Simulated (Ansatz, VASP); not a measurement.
**One calculation of HfC, two programs**

The input INCAR:

```
ALGO = Normal
EDIFF = 1E-6
ENCUT = 520
GGA = PE
ISIF = 2
ISMEAR = 0
LASPH = T
LCHARG = F
LREAL = F
LWAVE = F
NBANDS = 14
NELM = 80
PREC = Accurate
SIGMA = 0.022
```

The input KPOINTS:

```
k-points
0
Gamma
  10 10 10
```

The input POSCAR:

```
HfC
1.0
    0.0000000000      2.3250000000      2.3250000000
    2.3250000000      0.0000000000      2.3250000000
    2.3250000000      2.3250000000      0.0000000000
Hf C
1 1
Direct
    0.5000000000      0.5000000000      0.5000000000
    0.0000000000      0.0000000000      0.0000000000
```

input.yaml

```yaml
crystal:
  lattice:
    - [0.0, 2.325, 2.325]
    - [2.325, 0.0, 2.325]
    - [2.325, 2.325, 0.0]
  atoms:
    - { symbol: Hf, position: [0.5, 0.5, 0.5] }
    - { symbol: C, position: [0.0, 0.0, 0.0] }
kpoints:
  mp_grid: { grid: [10, 10, 10] }
scf:
  occupations: { method: gaussian, width: 0.022 }
hamiltonian:
  xc: pbe
  pseudopotentials: { kind: all_electron, lapw: { basis_error: 0.001 } }
output:
  forces: true
  stress: true
  eigenvalues: true
```

Alike in both runs: task single point; functional PBE; k mesh 10 × 10 × 10; occupations gaussian, width 0.022 eV; no spin polarisation.

|  | VASP | Ansatz |
| --- | --- | --- |
| version | VASP 6.6.1 | Ansatz 0.2.0 |
| potentials or method | VASP PAW PBE potentials, release 64 (Hf_pv, C), cutoff 520 eV | all-electron LAPW, scalar-relativistic |

|  | VASP | Ansatz | Ansatz less VASP |
| --- | --- | --- | --- |
| gap on the k mesh at the Fermi level (eV) | none | none | - |
| pressure (GPa) | -0.5 | 0.3 | +0.71 |

A gap of «none» marks a metal or a gap that the smearing closes. Ansatz ran all-electron here, and VASP with PAW potentials.

Spin-orbit coupling is off throughout.
